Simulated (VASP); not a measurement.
HfB, 2 atoms in the cell. It takes space group I4/mmm (No. 139, tetragonal). The conventional cell has a = 3.267 Å, b = 3.267 Å, c = 4.666 Å, α = 90.00°, β = 90.00°, γ = 90.00°. Within 3.1 Å of Hf (site symmetry 4/mmm) lie 6 B at 2.31 to 2.33 Å. B (site symmetry 4/mmm) has 6 Hf at 2.31 to 2.33 Å within 3.1 Å. 

- Program: VASP 6.6.1
- Task: single point
- Functional: PBE
- Potentials or basis: VASP PAW PBE potentials, release 64 (Hf_pv, B)
- Cutoff: 520 eV
- k mesh: 13 × 13 × 13
- Occupations: methfessel-paxton, width 0.15 eV
- Spin: no spin polarisation
- Dipole correction: no
- Further INCAR settings: ALGO = Normal; EDIFF = 1e-06; NBANDS = 14

Potentials or basis: VASP PAW PBE potentials, release 64 (Hf_pv, B).

Launch:

```sh
$ cat potpaw_PBE.64/Hf_pv/POTCAR potpaw_PBE.64/B/POTCAR > POTCAR
$ mpirun -np 1 vasp_std > vasp.out
```

Hardware: 1 thread of Intel(R) Xeon(R) 6975P-C (Granite Rapids) (shared host).

Question: Estimate the wall time of this run.

Answer: It took 16 s on 1 thread of Intel(R) Xeon(R) 6975P-C (Granite Rapids), on a shared host, peak memory 0.19 GiB. Counts: scf iterations 12, k points 196.
